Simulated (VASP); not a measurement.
ZrB, 2 atoms in the cell. It takes space group I4/mmm (No. 139, tetragonal). The conventional cell has a = 3.532 Å, b = 3.532 Å, c = 4.700 Å, α = 90.00°, β = 90.00°, γ = 90.00°. Zr (site symmetry 4/mmm) has 6 B at 2.35 to 2.50 Å within 3.1 Å. Within 3.1 Å of B (site symmetry 4/mmm) lie 6 Zr at 2.35 to 2.50 Å.  This cell differs from its parent crystal: volume 14.655 Å^3 an atom, c/a of the conventional cell 0.9411.

| Quantity | Value |
| --- | --- |
| Program | VASP 6.6.1 |
| Task | single point |
| Functional | LDA |
| Potentials or basis | VASP PAW LDA potentials, release 64 (Zr_sv, B) |
| Cutoff | 520 eV |
| k mesh | 18 × 18 × 18 |
| Occupations | gaussian, width 0.15 eV |
| Spin | no spin polarisation |
| Dipole correction | no |
| Further INCAR settings | ALGO = Normal; EDIFF = 1e-07; NBANDS = 14 |

Potentials or basis: VASP PAW LDA potentials, release 64 (Zr_sv, B).

Launch:

```bash
$ cat potpaw_LDA.64/Zr_sv/POTCAR potpaw_LDA.64/B/POTCAR > POTCAR
$ mpirun -np 1 vasp_std > vasp.out
```

Hardware: 1 thread of Intel(R) Xeon(R) Platinum 8488C (Sapphire Rapids), with other jobs on the host.

Problem. How long does it take, and how much memory?

Solution. Wall time 120 s on 1 thread of Intel(R) Xeon(R) Platinum 8488C (Sapphire Rapids), with other jobs on the host, peak memory 0.31 GiB. Counts: scf iterations 13, k points 480.
